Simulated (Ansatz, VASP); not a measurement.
V in VASP and in Ansatz

```
V
1.0
    -0.04747    1.88866    1.88323
     1.86445   -0.04351    1.87927
     1.85524    1.87549   -0.03430
V
1
Direct
  0.98639 0.98489 0.01687
```

Change from the starting cell: cell strained at random at fixed volume.

Alike in both runs: task single point; functional PBE; k mesh 12 × 12 × 12; occupations fermi-dirac, width 0.05 eV; collinear spin.

|  | VASP | Ansatz |
| --- | --- | --- |
| version | VASP 6.6.1 | Ansatz 0.2.0 |
| potentials or method | VASP PAW PBE potentials, release 64 (V_sv), cutoff 520 eV | all-electron LAPW, scalar-relativistic |

|  | VASP | Ansatz | Ansatz less VASP |
| --- | --- | --- | --- |
| gap on the k mesh at the Fermi level (eV) | none | none | - |
| pressure (GPa) | 3.9 | 3.7 | -0.20 |
| traceless stress, the component that is largest in VASP (GPa) | -1.56 | -1.56 | 0.000 |
| net moment per atom (μB) | 0.00 | 0.00 | 0.000 |

A gap of «none» marks a metal or a gap that the smearing closes. Ansatz ran all-electron here, and VASP with PAW potentials.
